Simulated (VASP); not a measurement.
**Cs2AgIrF6: single point with LDA**

Crystal: Cs2AgIrF6.

```xyz
10
Lattice="0.0000 4.5360 4.5360 4.5360 0.0000 4.5360 4.5360 4.5360 0.0000" Properties=species:S:1:pos:R:3 pbc="T T T"
Cs    6.8041    6.8041    6.8041
Cs    2.2680    2.2680    2.2680
Ag    4.5360    4.5360    4.5360
Ir    0.0000    0.0000    0.0000
F     2.0561    4.5360    4.5360
F     4.5360    4.5360    2.0561
F     7.0160    4.5360    4.5360
F     4.5360    2.0561    4.5360
F     4.5360    7.0160    4.5360
F     4.5360    4.5360    7.0160
```

```json
{
 "Program": "VASP 6.6.1",
 "Task": "single point",
 "Functional": "LDA",
 "Potentials or basis": "VASP PAW LDA potentials, release 64 (Cs_sv, Ag, Ir, F)",
 "Cutoff": "520 eV",
 "k mesh": "4 × 4 × 4, shifted",
 "Occupations": "methfessel-paxton, width 0.15 eV",
 "Spin": "no spin polarisation",
 "Dipole correction": "no",
 "Further INCAR settings": "ALGO = Normal; EDIFF = 1e-06; NBANDS = 51; ISYM = 0"
}
```

| Property | Result |
| --- | --- |
| Pressure | -7.2 GPa |
| Largest force | 0.324 eV/Å |
| Band gap on the k mesh | 1.04 eV |

Forces on the atoms (eV/Å):
```
Cs   0.000  0.000  0.000
Cs   0.000  0.000  0.000
Ag   0.000  0.000  0.000
Ir   0.000  0.000  0.000
F   -0.324  0.000  0.000
F    0.000  0.000 -0.324
F    0.324  0.000  0.000
F    0.000 -0.324  0.000
F    0.000  0.324  0.000
F    0.000  0.000  0.324
```

Levels at points of the mesh, in eV from the valence-band top:
| k point | band 36 | band 37 | band 38 | band 39 | band 40 | band 41 | band 42 | band 43 | band 44 | band 45 |
| --- | --- | --- | --- | --- | --- | --- | --- | --- | --- | --- |
| (0.12, 0.12, 0.12) | -2.24 | -2.24 | -0.03 | -0.02 | -0.02 | 1.56 | 2.45 | 2.45 | 4.88 | 5.12 |

Run time: 16 min on 1 thread of Intel(R) Xeon(R) Platinum 8488C (Sapphire Rapids), on a shared host, peak memory 1 GiB.

Caveat: the cell stands under tension; spin-orbit coupling is left out, which moves the levels of the heavy elements; a shifted mesh leaves out Γ, where band edges can lie. A k mesh can miss the band edges.
